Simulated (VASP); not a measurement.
# Zr (P6_3/mmc) in VASP: notebook

Zr is run at these levels: LDA; tasks: relaxation of shape and atoms at fixed volume.

Everything below comes from runs of VASP 6.6.1. Logs are shortened: lines on timing, memory, paths and dates and some standing lists are left out, and cuts for length are marked.

## (1) The cell of the first run

The structure is hexagonal, space group P6_3/mmc (No. 194). Conventional cell: a = 2.315 Å, b = 2.315 Å, c = 3.755 Å, α = 90.00°, β = 90.00°, γ = 120.00°. Zr (site symmetry -6m2) has 12 Zr at 2.30 to 2.32 Å within 3.0 Å.

## (2) Relaxation of shape and atoms at fixed volume, LDA

File INCAR:

```
SYSTEM = Zr
ALGO = Normal
EDIFF = 1E-7
EDIFFG = -0.005
ENCUT = 600
IBRION = 2
ISIF = 4
ISMEAR = -1
LASPH = .TRUE.
LCHARG = .FALSE.
LREAL = .FALSE.
LWAVE = .FALSE.
NELM = 60
NSW = 50
PREC = Accurate
SIGMA = 0.1
```

File KPOINTS:

```
k-points
0
G
  14 14 8
  0 0 0
```

File POSCAR:

```
Zr
1.0
    2.3154475598      0.0000000000      0.0000000000
   -1.1577237799      2.0052364079      0.0000000000
    0.0000000000      0.0000000000      3.7550878579
Zr
2
Direct
    0.3333333333      0.6666666667      0.2500000000
    0.6666666667      0.3333333333      0.7500000000
```

Potentials or basis: VASP PAW LDA potentials, release 64 (Zr_sv).

Run with:

```
$ cat potpaw_LDA.64/Zr_sv/POTCAR > POTCAR
$ mpirun -np 1 vasp_std > vasp.out
```

OUTCAR:

```text
SYSTEM = Zr
   EDIFF = 1E-7
   EDIFFG = -0.005
   ENCUT = 600
   IBRION = 2
   ISIF = 4
   ISMEAR = -1
   LASPH = .TRUE.
   LREAL = .FALSE.
   NELM = 60
   NSW = 50
   PREC = Accurate

 ion  position               nearest neighbor table
   1  0.333  0.667  0.250-   2 2.30   2 2.30   2 2.30   2 2.30   2 2.30   2 2.30   2 3.27   2 3.27
                             2 3.27   2 3.27   2 3.27   2 3.27
   2  0.667  0.333  0.750-   1 2.30   1 2.30   1 2.30   1 2.30   1 2.30   1 2.30   1 3.27   1 3.27
                             1 3.27   1 3.27   1 3.27   1 3.27

  LATTYP: Found a hexagonal cell.
 ALAT       =     2.3154475598
 C/A-ratio  =     1.6217546547

  Lattice vectors:

 A1 = (   2.3154475598,   0.0000000000,   0.0000000000)
 A2 = (  -1.1577237799,   2.0052364079,   0.0000000000)
 A3 = (   0.0000000000,   0.0000000000,   3.7550878579)

Analysis of symmetry for initial positions (statically):
=====================================================================
 Subroutine PRICEL returns:
 Original cell was already a primitive cell.

 Routine SETGRP: Setting up the symmetry group for a
 hexagonal supercell.

 Subroutine GETGRP returns: Found 24 space group operations
 (whereof 12 operations were pure point group operations)
 out of a pool of 24 trial point group operations.

The static configuration has the point symmetry D_3d.
 The point group associated with its full space group is D_6h.

Analysis of symmetry for dynamics (positions and initial velocities):
=====================================================================
 Subroutine PRICEL returns:
 Original cell was already a primitive cell.

 Routine SETGRP: Setting up the symmetry group for a
 hexagonal supercell.

 Subroutine GETGRP returns: Found 24 space group operations
 (whereof 12 operations were pure point group operations)
 out of a pool of 24 trial point group operations.

The dynamic configuration has the point symmetry D_3d.
 The point group associated with its full space group is D_6h.

 Subroutine INISYM returns: Found 24 space group operations
 (whereof 12 operations are pure point group operations),
 and found     1 'primitive' translations

----------------------------------------------------------------------------------------

                                     Primitive cell

  volume of cell :      17.4349

  direct lattice vectors                    reciprocal lattice vectors
     2.315447560  0.000000000  0.000000000     0.431881947  0.249347158  0.000000000
[... 92 lines left out ...]
   ISIF   =      4    stress and relaxation
   ISYM   =      2    0-nonsym 1-usesym 2-fastsym
   POTIM  = 0.5000    time-step for ionic-motion
   TEBEG  =    0.0;   TEEND  =   0.0 temperature during run
   PSTRESS=    0.0 pullay stress
   NELECT =      24.0000    total number of electrons
   NUPDOWN=      -1.0000    fix difference up-down
   EMIN   =  10.00;   EMAX   =-10.00  energy-range for DOS
   EFERMI =   0.00;   METHOD = LEGACY
   ISMEAR =    -1;   SIGMA  =   0.10  broadening in eV -4-tet -1-fermi 0-gaus
   EFERMI_NEDOS =   21; number of points for ismear=-14 and -15
   IALGO  =     38    algorithm
   IMIX   =      4    mixing-type and parameters
     AMIX     =   0.40;   BMIX     =  1.00
     AMIX_MAG =   1.60;   BMIX_MAG =  1.00
  volume/ion in A,a.u.               =       8.72        58.83
  Fermi-wavevector in a.u.,A,eV,Ry     =   1.821119  3.441416 45.123382  3.316475
  Thomas-Fermi vector in A             =   2.877551
   LORBIT       =      0    0 simple, 1 ext, 2 COOP (PROOUT), +10 PAW based schemes
   GGA     = CA    functional components
   LHFCALC =     F    Hartree Fock is set to
   AEXX    =    0.0000 exact exchange contribution
   IVDW    =     0    specifies the selected vdW correction
   LEPSILON=     F    determine dielectric tensor
   LRPA    =     F    only Hartree local field effects (RPA)
 conjugate gradient relaxation of ions
 non-spin polarized calculation
  energy-cutoff  :      600.00
  volume of cell :       17.43
 maximum number of plane-waves:       597
   NGX =  9   NGY =  9   NGZ = 15

--------------------------------------- Ionic step        1  -------------------------------------------

 number of electron      24.0000000 magnetization

 Free energy of the ion-electron system (eV)
  ---------------------------------------------------
  ext. energy  EPLUGINS =         0.00000000
  ---------------------------------------------------
  free energy    TOTEN  =        -0.75145992 eV

  energy without entropy =       -0.72520365  energy(sigma->0) =       -0.73833179

------------------------ aborting loop because EDIFF is reached ----------------------------------------

  FORCE on cell =-STRESS in cart. coord.  units (eV):
  Direction    XX          YY          ZZ          XY          YZ          ZX
  --------------------------------------------------------------------------------------
  -------------------------------------------------------------------------------------
  Total       49.1625775     49.1625775     52.5781739      0.0000000     -0.0000000      0.0000000
  in kB     4517.7749532   4517.7749531   4831.6497865      0.0000000     -0.0000000      0.0000000
  external PRESSURE =    4622.3998976 kB  Pullay stress =       0.0000000 kB
[... 131 lines left out ...]
--------------------------------------- Ionic step        5  -------------------------------------------

 number of electron      24.0000000 magnetization

 Free energy of the ion-electron system (eV)
  ---------------------------------------------------
  ext. energy  EPLUGINS =         0.00000000
  ---------------------------------------------------
  free energy    TOTEN  =        -0.78595064 eV

  energy without entropy =       -0.75923495  energy(sigma->0) =       -0.77259279

 E-fermi :  25.5169     XC(G=0): -16.6173

 val. band max:       25.5142654600   @ k =   0.3571   0.2143   0.1250
 cond. band min:      25.5181063870   @ k =   0.0714   0.0000   0.1250
 fundamental gap:      0.0038409270
 Fermi energy:        25.5168840233

 k-point     1 :       0.0000    0.0000    0.0000
  band No.  band energies     occupation
      1     -26.9050      2.00000
      2     -23.3735      2.00000
      3      -8.2061      2.00000
      4       2.0148      2.00000
      5       2.0148      2.00000
      6       2.9605      2.00000
[... 433 lines left out ...]
      3      -6.1944      2.00000
      4      -4.4347      2.00000
      5      -4.3773      2.00000
      6      -2.3588      2.00000
[... 8 lines left out ...]
     15      30.8831      0.00000
     16      34.5088      0.00000

 [... further k-points ...]
[... 5 lines left out ...]
  --------------------------------------------------------------------------------------
  -------------------------------------------------------------------------------------
  Total       50.3539954     50.3539954     50.3593239      0.0000000      0.0000000      0.0000000
  in kB     4627.2598139   4627.2598137   4627.7494696      0.0000000      0.0000000      0.0000000
  external PRESSURE =    4627.4230324 kB  Pullay stress =       0.0000000 kB
[... 17 lines left out ...]
  FREE ENERGIE OF THE ION-ELECTRON SYSTEM (eV)
  ---------------------------------------------------
  free  energy   TOTEN  =        -0.7859506412 eV

  energy  without entropy=       -0.7592349475  energy(sigma->0) =       -0.77259279

 reached required accuracy - stopping structural energy minimisation
```

Run time: 49 s. Hardware: 1 thread of Intel Xeon 6975P-C (Granite Rapids), shared host; peak memory 0.14 GiB.

What came out:

| Quantity | Value |
| --- | --- |
| Free energy | -0.7860 eV |
| Energy gained by relaxing | 17.2 meV/atom |
| Ionic steps | 5 |
| Pressure after relaxing | 462.7 GPa |
| Band gap on the k mesh | zero (band 12 reaches 26.37 eV, above the bottom of band 13 at 23.67 eV) |

Step by step:
```
step  energy change (eV)  largest force (eV/Å)  pressure (GPa)  volume (Å³)
   1              0.0000                0.0000          462.24        17.43
   2              0.0086                0.0000          470.85        17.43
   3             -0.0337                0.0000          463.10        17.43
   4             -0.0345                0.0000          462.80        17.43
   5             -0.0345                0.0000          462.74        17.43
```

Final structure:
```xyz
2
Lattice="2.2928 0.0000 0.0000 -1.1464 1.9856 0.0000 0.0000 0.0000 3.8298" Properties=species:S:1:pos:R:3 pbc="T T T"
Zr    0.0000    1.3237    0.9574
Zr    1.1464    0.6619    2.8723
```

Levels at points of the mesh, in eV from the Fermi level:
| k point | band 10 | band 11 | band 12 | band 13 | band 14 | band 15 |
| --- | --- | --- | --- | --- | --- | --- |
| (0.00, 0.00, 0.00) | -1.47 | -0.98 | -0.40 | -0.40 | 1.62 | 1.62 |
| (0.50, 0.00, 0.00) | -6.89 | -4.41 | -0.93 | 2.52 | 3.99 | 6.44 |
| (0.00, 0.00, 0.50) | -3.69 | -0.48 | -0.48 | -0.48 | -0.48 | 4.77 |
| (0.50, 0.00, 0.50) | -7.54 | -6.13 | -6.13 | 4.45 | 4.45 | 8.83 |

## (3) Relaxation of shape and atoms at fixed volume, LDA

File INCAR:

```
SYSTEM = Zr
PREC = Accurate
ENCUT = 600
EDIFF = 1E-6
ISMEAR = -4
SIGMA = 0.1
LREAL = .FALSE.
LASPH = .TRUE.
NELM = 80
ALGO = Normal
ISIF = 4
LWAVE = .FALSE.
LCHARG = .FALSE.
GGA = CA
IBRION = 2
NSW = 50
EDIFFG = -0.005
```

File KPOINTS:

```
regular mesh
0
G
  14 14 8
  0 0 0
```

POSCAR is that of step 2.

Potentials or basis: VASP PAW LDA potentials, release 64 (Zr_sv).

Run with:

```
$ cat potpaw_LDA.64/Zr_sv/POTCAR > POTCAR
$ mpirun -np 1 vasp_std > vasp.out
```

Wall time 42 s (1 thread of Intel Xeon 6975P-C (Granite Rapids), shared host); peak memory 0.14 GiB.

It converged, with:

```
Free energy               : -0.6883 eV
Energy gained by relaxing : 18.1 meV/atom
Ionic steps               : 4
Pressure after relaxing   : 465.6 GPa
Band gap on the k mesh    : zero (band 12 reaches 26.40 eV, above the bottom of band 13 at 23.64 eV)
```

Step by step:
```
step  energy change (eV)  largest force (eV/Å)  pressure (GPa)  volume (Å³)
   1              0.0000                0.0000          464.55        17.43
   2             -0.0083                0.0000          471.91        17.43
   3             -0.0357                0.0000          465.76        17.43
   4             -0.0363                0.0000          465.56        17.43
```

Final structure:
```yaml
crystal:
  lattice:
    - [2.28986, 0.00000, 0.00000]
    - [-1.14493, 1.98307, 0.00000]
    - [0.00000, 0.00000, 3.83949]
  atoms:
    - { symbol: Zr, position: [0.33333, 0.66667, 0.25000] }
    - { symbol: Zr, position: [0.66667, 0.33333, 0.75000] }
```

Levels at points of the mesh, in eV from the Fermi level:
```
           k point  band 10  band 11  band 12  band 13  band 14  band 15
(0.00, 0.00, 0.00)    -1.55    -0.93    -0.35    -0.35     1.65     1.65
(0.50, 0.00, 0.00)    -6.90    -4.41    -0.85     2.44     3.95     6.43
(0.00, 0.00, 0.50)    -3.63    -0.41    -0.41    -0.41    -0.41     4.78
(0.50, 0.00, 0.50)    -7.53    -6.13    -6.13     4.49     4.49     8.82
```
